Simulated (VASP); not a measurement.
Set up this calculation in VASP 6.6.1, as the native input.

```
Task                   : single point
Functional             : PBEsol
Potentials or basis    : VASP PAW PBE potentials, release 64 (Sn_d, Te)
Cutoff                 : 500 eV
k mesh                 : 3 × 3 × 3
Occupations            : gaussian, width 0.01 eV
Spin                   : no spin polarisation
Dipole correction      : no
Further INCAR settings : ALGO = Normal; EDIFF = 1e-06; NBANDS = 17
```

The structure of SnTe lies in POSCAR:

```
SnTe
1.0
    0.0000000000      3.6111460000      3.6111460000
    3.6111460000      0.0000000000      3.6111460000
    3.6111460000      3.6111460000      0.0000000000
Sn Te
1 1
Direct
    0.0000000000      0.0000000000      0.0000000000
    0.7500000000      0.7500000000      0.7500000000
```

These files were run (other wordings do the same):

INCAR

```
SYSTEM = SnTe
PREC = Accurate ; ENCUT = 500
EDIFF = 1E-6 ; ISMEAR = 0
SIGMA = 0.01 ; LREAL = .False.
LASPH = .True. ; NELM = 120
ALGO = Normal ; ISIF = 2
LWAVE = .False. ; LCHARG = .False.
GGA = PS ; NBANDS = 17
GGA_COMPAT = .False.
```

KPOINTS

```
regular mesh
0
Gamma
  3 3 3
  0 0 0
```

Potentials or basis: VASP PAW PBE potentials, release 64 (Sn_d, Te).

Command:

```sh
$ cat potpaw_PBE.64/Sn_d/POTCAR potpaw_PBE.64/Te/POTCAR > POTCAR
$ mpirun -np 1 vasp_std > vasp.out
```

It gave:

| Item | Value |
| --- | --- |
| Pressure | -2.2 GPa |
| Band gap on the k mesh | 0.78 eV, indirect (least direct gap 0.94 eV) |

Caveat: the k points lie up to 0.50 Å⁻¹ apart; the PAW data sets were made with another functional, which shifts forces and pressure a little; spin-orbit coupling is left out, which moves the levels of the heavy elements.

Run time: 16 s on 1 thread of AMD EPYC 7R13, with other jobs on the host, peak memory 0.2 GiB.
